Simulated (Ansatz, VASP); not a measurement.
Two plane-wave programs on Ga3SbAs2

```
Ga Sb As
1.0
     4.17765    0.00000    0.00000
    -2.08882    3.61795    0.00000
     0.00000    0.00000   10.23895
Ga Sb As
3 1 2
Direct
  0.00000 0.00000 0.01371
  0.66667 0.33333 0.33304
  0.33333 0.66667 0.65413
  0.33333 0.66667 0.91622
  0.00000 0.00000 0.25609
  0.66667 0.33333 0.57681
```

Alike in both runs: task single point; functional PBEsol; k mesh 12 × 12 × 4; occupations gaussian, width 0.1 eV; no spin polarisation.

|  | VASP | Ansatz |
| --- | --- | --- |
| version | VASP 6.6.1 | Ansatz 0.2.0 |
| potentials or method | VASP PAW PBE potentials, release 64 (Ga_d, Sb, As), cutoff 520 eV | scalar-relativistic, plane waves, PAW |
| valence electrons in the cell | 54 | 84 |

```csv
,VASP,Ansatz,Ansatz less VASP
gap on the k mesh at the Fermi level (eV),none,none,-
pressure (GPa),-2.5,-2.6,-0.11
rms of the force components (eV/Å),0.010,0.010,+0.0002
```

VASP's potentials were made for PBE, not for PBEsol. Atom by atom the forces differ by 0.001 eV/Å (rms over components). A gap of «none» marks a metal or a gap that the smearing closes. VASP's potentials hold 54 valence electrons a cell and Ansatz's 84, so a difference there can come from the potentials and not from the codes.

Spin-orbit coupling is off throughout.
